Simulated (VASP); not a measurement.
# Rb (P6/mmm) in VASP: a series of runs, part 3 of 3

VASP 6.6.1. The steps go on from the part before.

**5. Single point, r2SCAN (87.62 Å³/atom)**

This run uses another cell than the first one, of 87.62 Å³/atom.

Contents of POSCAR:

```
Rb
1.0
    7.9862372635      0.0000000000      0.0000000000
   -3.9931186318      6.9162843508      0.0000000000
    0.0000000000      0.0000000000      4.7591956800
Rb
3
Direct
    1.0000000000      1.0000000000      1.0000000000
    0.3333333333      0.6666666667      0.5000000000
    0.6666666667      0.3333333333      0.5000000000
```

Contents of INCAR.step1:

```
SYSTEM = Rb
PREC = Accurate
ENCUT = 520
ISMEAR = -1
SIGMA = 0.1
LREAL = .FALSE.
LASPH = .TRUE.
NELM = 100
NBANDS = 20
GGA = PE
ALGO = Normal
EDIFF = 1E-4
LWAVE = .TRUE.
LCHARG = .FALSE.
```

Contents of INCAR.step2:

```
SYSTEM = Rb
PREC = Accurate
ENCUT = 520
EDIFF = 1E-6
ISMEAR = -1
SIGMA = 0.1
LREAL = .FALSE.
LASPH = .TRUE.
NELM = 100
ALGO = Normal
ISIF = 2
LWAVE = .FALSE.
LCHARG = .TRUE.
METAGGA = R2SCAN
LMIXTAU = .TRUE.
LELF = .TRUE.
LVHAR = .TRUE.
NBANDS = 20
ISTART = 1
```

Contents of KPOINTS:

```
Automatic mesh
0
G
  5 5 7
  0 0 0
```

Potentials or basis: VASP PAW PBE potentials, release 64 (Rb_sv).

Run with:

```console
$ cat potpaw_PBE.64/Rb_sv/POTCAR > POTCAR
$ cp INCAR.step1 INCAR
$ mpirun -np 1 vasp_std > vasp.out
$ cp INCAR.step2 INCAR
$ mpirun -np 1 vasp_std > vasp.out
```

OUTCAR:

```text
SYSTEM = Rb
   PREC = Accurate
   ENCUT = 520
   EDIFF = 1E-6
   ISMEAR = -1
   LREAL = .FALSE.
   LASPH = .TRUE.
   NELM = 100
   ISIF = 2
   METAGGA = R2SCAN
   ISTART = 1

 ion  position               nearest neighbor table
   1  0.000  0.000  0.000-   2 5.19   3 5.19   2 5.19   3 5.19   2 5.19   2 5.19   3 5.19   3 5.19
                             3 5.19   3 5.19   2 5.19   2 5.19
   2  0.333  0.667  0.500-   3 4.61   3 4.61   3 4.61   1 5.19   1 5.19   1 5.19   1 5.19   1 5.19
                             1 5.19
   3  0.667  0.333  0.500-   2 4.61   2 4.61   2 4.61   1 5.19   1 5.19   1 5.19   1 5.19   1 5.19
                             1 5.19

  LATTYP: Found a hexagonal cell.
 ALAT       =     7.9862372635
 C/A-ratio  =     0.5959246542

  Lattice vectors:

 A1 = (   7.9862372635,   0.0000000000,   0.0000000000)
 A2 = (  -3.9931186318,   6.9162843508,   0.0000000000)
 A3 = (   0.0000000000,   0.0000000000,   4.7591956800)

Analysis of symmetry for initial positions (statically):
=====================================================================
 Subroutine PRICEL returns:
 Original cell was already a primitive cell.

 Routine SETGRP: Setting up the symmetry group for a
 hexagonal supercell.

 Subroutine GETGRP returns: Found 24 space group operations
 (whereof 24 operations were pure point group operations)
 out of a pool of 24 trial point group operations.

The static configuration has the point symmetry D_6h.

Analysis of symmetry for dynamics (positions and initial velocities):
=====================================================================
 Subroutine PRICEL returns:
 Original cell was already a primitive cell.

 Routine SETGRP: Setting up the symmetry group for a
 hexagonal supercell.

 Subroutine GETGRP returns: Found 24 space group operations
 (whereof 24 operations were pure point group operations)
 out of a pool of 24 trial point group operations.

The dynamic configuration has the point symmetry D_6h.

 Subroutine INISYM returns: Found 24 space group operations
 (whereof 24 operations are pure point group operations),
 and found     1 'primitive' translations

----------------------------------------------------------------------------------------

                                     Primitive cell

  volume of cell :     262.8746

  direct lattice vectors                    reciprocal lattice vectors
     7.986237263  0.000000000  0.000000000     0.125215413  0.072293153  0.000000000
    -3.993118632  6.916284351  0.000000000     0.000000000  0.144586305  0.000000000
     0.000000000  0.000000000  4.759195680     0.000000000  0.000000000  0.210119539

  length of vectors
     7.986237263  7.986237263  4.759195680     0.144586305  0.144586305  0.210119539

  position of ions in fractional coordinates (direct lattice)
     0.000000000  0.000000000  0.000000000
     0.333333333  0.666666667  0.500000000
     0.666666667  0.333333333  0.500000000

  ion indices of the primitive-cell ions
   primitive index   ion index
                 1           1
                 2           2
                 3           3

----------------------------------------------------------------------------------------

 KPOINTS: Automatic mesh

Automatic generation of k-mesh.
 Grid dimensions read from file:
 generate k-points for:    5    5    7

 Generating k-lattice:

  Cartesian coordinates                     Fractional coordinates (reciprocal lattice)
     0.025043083  0.014458631  0.000000000     0.200000000  0.000000000  0.000000000
     0.000000000  0.028917261  0.000000000     0.000000000  0.200000000  0.000000000
     0.000000000  0.000000000  0.030017077     0.000000000  0.000000000  0.142857143

  Length of vectors
     0.028917261  0.028917261  0.030017077

  Shift w.r.t. Gamma in fractional coordinates (k-lattice)
     0.000000000  0.000000000  0.000000000

 Subroutine IBZKPT returns following result:
 ===========================================

 Found     20 irreducible k-points:

 Following reciprocal coordinates:
            Coordinates               Weight
  0.000000  0.000000  0.000000      1.000000
  0.200000  0.000000  0.000000      6.000000
  0.400000  0.000000  0.000000      6.000000
  0.200000  0.200000  0.000000      6.000000
  0.400000  0.200000  0.000000      6.000000
  0.000000  0.000000  0.142857      2.000000
[... 12 lines left out ...]
  0.200000  0.200000  0.428571     12.000000
  0.400000  0.200000  0.428571     12.000000
   k-points           NKPTS =     20   k-points in BZ     NKDIM =     20   number of bands    NBANDS=     20
   number of dos      NEDOS =    301   number of ions     NIONS =      3
   total plane-waves  NPLWV = 129600
   dimension x,y,z NGX =    60 NGY =   60 NGZ =   36
   dimension x,y,z NGXF=   120 NGYF=  120 NGZF=   72
   ions per type =               3
   NGX,Y,Z   is equivalent  to a cutoff of  12.49, 12.49, 12.58 a.u.
   NGXF,Y,Z  is equivalent  to a cutoff of  24.98, 24.98, 25.15 a.u.
 SYSTEM =  Rb
   PREC   = accura    normal or accurate (medium, high low for compatibility)
   ISTART =      1    job   : 0-new  1-cont  2-samecut
   ICHARG =      0    charge: 1-file 2-atom 10-const
   ISPIN  =      1    spin polarized calculation?
   LNONCOLLINEAR =      F non collinear calculations
   LSORBIT =      F    spin-orbit coupling
   LASPH  =      T    aspherical Exc in radial PAW
   ENCUT  =  520.0 eV  38.22 Ry    6.18 a.u.  14.85 14.85  8.85*2*pi/ulx,y,z
   NELM   =    100;   NELMIN=  2; NELMDL=  0     # of ELM steps
   EDIFF  = 0.1E-05   stopping-criterion for ELM
   LREAL  =      F    real-space projection
   EDIFFG = 0.1E-04   stopping-criterion for IOM
   NSW    =      0    number of steps for IOM
   IBRION =     -1    ionic relax: 0-MD 1-quasi-New 2-CG
   NFREE  =      0    steps in history (QN), initial steepest desc. (CG)
   ISIF   =      2    stress and relaxation
   ISYM   =      2    0-nonsym 1-usesym 2-fastsym
   POTIM  = 0.5000    time-step for ionic-motion
   TEBEG  =    0.0;   TEEND  =   0.0 temperature during run
   PSTRESS=    0.0 pullay stress
   NELECT =      27.0000    total number of electrons
   NUPDOWN=      -1.0000    fix difference up-down
   EMIN   =  10.00;   EMAX   =-10.00  energy-range for DOS
   EFERMI =   0.00;   METHOD = LEGACY
   ISMEAR =    -1;   SIGMA  =   0.10  broadening in eV -4-tet -1-fermi 0-gaus
   EFERMI_NEDOS =   21; number of points for ismear=-14 and -15
   IALGO  =     38    algorithm
   IMIX   =      4    mixing-type and parameters
     AMIX     =   0.40;   BMIX     =  1.00
     AMIX_MAG =   1.60;   BMIX_MAG =  1.00
  volume/ion in A,a.u.               =      87.62       591.32
  Fermi-wavevector in a.u.,A,eV,Ry     =   0.766678  1.448812  7.997447  0.587796
  Thomas-Fermi vector in A             =   1.867070
   LORBIT       =      0    0 simple, 1 ext, 2 COOP (PROOUT), +10 PAW based schemes
   METAGGA = R2SCAN    functional components
   LHFCALC =     F    Hartree Fock is set to
   AEXX    =    0.0000 exact exchange contribution
   IVDW    =     0    specifies the selected vdW correction
   LEPSILON=     F    determine dielectric tensor
   LRPA    =     F    only Hartree local field effects (RPA)
 non-spin polarized calculation
  energy-cutoff  :      520.00
  volume of cell :      262.87
 maximum number of plane-waves:      7096
 NGX is ok and might be reduce to    60
   NGX = 29   NGY = 29   NGZ = 17

 number of electron      27.0000000 magnetization

 Free energy of the ion-electron system (eV)
  ---------------------------------------------------
  ext. energy  EPLUGINS =         0.00000000
  ---------------------------------------------------
  free energy    TOTEN  =       -41.75972626 eV

  energy without entropy =      -41.68370515  energy(sigma->0) =      -41.72171570

 E-fermi :   0.1509     XC(G=0):  -5.8193

 val. band max:        0.1194763423   @ k =   0.2000   0.2000   0.1429
 cond. band min:       0.3573072930   @ k =   0.2000   0.0000   0.0000
 fundamental gap:      0.2378309507
 Fermi energy:         0.1509116272

 k-point     1 :       0.0000    0.0000    0.0000
  band No.  band energies     occupation
      1     -29.9577      2.00000
      2     -29.9507      2.00000
      3     -29.8251      2.00000
      4     -13.5372      2.00000
      5     -13.5372      2.00000
      6     -13.4659      2.00000
[... 12 lines left out ...]
     19       1.8635      0.00000
[... 421 lines left out ...]
      4     -13.5397      2.00000
      5     -13.5305      2.00000
      6     -13.5238      2.00000
[... 12 lines left out ...]
     19       2.6075      0.00000
     20       3.2238      0.00000

------------------------ aborting loop because EDIFF is reached ----------------------------------------

  FORCE on cell =-STRESS in cart. coord.  units (eV):
  Direction    XX          YY          ZZ          XY          YZ          ZX
  --------------------------------------------------------------------------------------
  -------------------------------------------------------------------------------------
  Total        0.4405735      0.4405735      0.4004008     -0.0000000      0.0000000      0.0000000
  in kB        2.6852227      2.6852227      2.4403772     -0.0000000      0.0000000      0.0000000
  external PRESSURE =       2.6036075 kB  Pullay stress =       0.0000000 kB

 VOLUME and BASIS-vectors are now :
 -----------------------------------------------------------------------------
  energy-cutoff  :      520.00
  volume of cell :      262.87
      direct lattice vectors                 reciprocal lattice vectors
     7.986237263  0.000000000  0.000000000     0.125215413  0.072293153  0.000000000
    -3.993118632  6.916284351  0.000000000     0.000000000  0.144586305  0.000000000
     0.000000000  0.000000000  4.759195680     0.000000000  0.000000000  0.210119539

 POSITION                                       TOTAL-FORCE (eV/Angst)
 -----------------------------------------------------------------------------------
      0.00000      0.00000      0.00000         0.000000      0.000000      0.000000
     -0.00000      4.61086      2.37960         0.000000     -0.000000      0.000000
      3.99312      2.30543      2.37960        -0.000000      0.000000      0.000000
 -----------------------------------------------------------------------------------
    total drift:                                0.000000     -0.000000      0.000000

  FREE ENERGIE OF THE ION-ELECTRON SYSTEM (eV)
  ---------------------------------------------------
  free  energy   TOTEN  =       -41.7597262575 eV

  energy  without entropy=      -41.6837051516  energy(sigma->0) =      -41.72171570
```

Wall time 5.4 min (1 thread of AMD EPYC 9R45 (Zen 5), shared host); peak memory 0.37 GiB.

Results:

```yaml
Free_energy: -41.7597 eV
Pressure: 0.3 GPa
Band_gap_on_the_k_mesh: zero (an odd number of electrons rules out a gap without spin polarisation)
```

Caveat: the PAW data sets were made with another functional, which shifts forces and pressure a little.

**6. Single point, r2SCAN (91.43 Å³/atom)**

This run uses another cell than the first one, of 91.43 Å³/atom.

Contents of POSCAR:

```
Rb
1.0
    8.1003417834      0.0000000000      0.0000000000
   -4.0501708917      7.0151017638      0.0000000000
    0.0000000000      0.0000000000      4.8271933765
Rb
3
Direct
    1.0000000000      1.0000000000      1.0000000000
    0.3333333333      0.6666666667      0.5000000000
    0.6666666667      0.3333333333      0.5000000000
```

Contents of INCAR.step1:

```
SYSTEM = Rb
  PREC = Accurate
  ENCUT = 520
  ISMEAR = -1
  SIGMA = 0.1
  LREAL = .FALSE.
  LASPH = .TRUE.
  NELM = 100
  NBANDS = 20
  GGA = PE
  ALGO = Normal
  EDIFF = 1E-4
  LWAVE = .TRUE.
  LCHARG = .FALSE.
```

Contents of INCAR.step2:

```
SYSTEM = Rb
  PREC = Accurate
  ENCUT = 520
  EDIFF = 1E-7
  ISMEAR = -1
  SIGMA = 0.1
  LREAL = .FALSE.
  LASPH = .TRUE.
  NELM = 100
  ALGO = Normal
  ISIF = 2
  LWAVE = .FALSE.
  LCHARG = .FALSE.
  METAGGA = R2SCAN
  LMIXTAU = .TRUE.
  NBANDS = 20
  ISTART = 1
```

KPOINTS is that of step 5.

Potentials or basis: VASP PAW PBE potentials, release 64 (Rb_sv).

Run with:

```console
$ cat potpaw_PBE.64/Rb_sv/POTCAR > POTCAR
$ cp INCAR.step1 INCAR
$ mpirun -np 1 vasp_std > vasp.out
$ cp INCAR.step2 INCAR
$ mpirun -np 1 vasp_std > vasp.out
```

Run time: 6.1 min. Hardware: 1 thread of AMD EPYC 9R45 (Zen 5), shared host; peak memory 0.37 GiB.

The run converged. Its results:

- Free energy: -41.7732 eV
- Pressure: 0.1 GPa
- Band gap on the k mesh: zero (an odd number of electrons rules out a gap without spin polarisation)

Levels at points of the mesh, in eV from the Fermi level:
```tsv
k point	band 9	band 10	band 11	band 12	band 13	band 14	band 15	band 16	band 17	band 18
(0.00, 0.00, 0.00)	-13.61	-13.53	-13.53	-13.51	-2.08	1.05	1.05	1.09	1.09	1.34
```

Caveat: the PAW data sets were made with another functional, which shifts forces and pressure a little.

**7. Overview**

```tsv
cell	k mesh	gap on the mesh (eV)	pressure (GPa)
a = 8.527, b = 8.527, c = 5.082 Å, angles 90.0, 90.0, 120.0°, 3 atoms	5 × 5 × 7	none	-0.2
a = 8.211, b = 8.211, c = 4.893 Å, angles 90.0, 90.0, 120.0°, 3 atoms	6 × 6 × 9	none	0.0
a = 7.869, b = 7.869, c = 4.689 Å, angles 90.0, 90.0, 120.0°, 3 atoms	5 × 5 × 7	none	0.4
a = 7.986, b = 7.986, c = 4.759 Å, angles 90.0, 90.0, 120.0°, 3 atoms	5 × 5 × 7	none	0.3
a = 8.100, b = 8.100, c = 4.827 Å, angles 90.0, 90.0, 120.0°, 3 atoms	5 × 5 × 7	none	0.1
```

Alike in all rows: task single point; level r2SCAN; potentials or basis VASP PAW PBE potentials, release 64 (Rb_sv); no spin polarisation; cutoff (eV) 520; smearing fermi-dirac 0.1 eV.

Caveats: the PAW data sets were made with another functional, which shifts forces and pressure a little.

Total energies depend on the potentials used, so only differences within one code and one set of settings carry meaning.
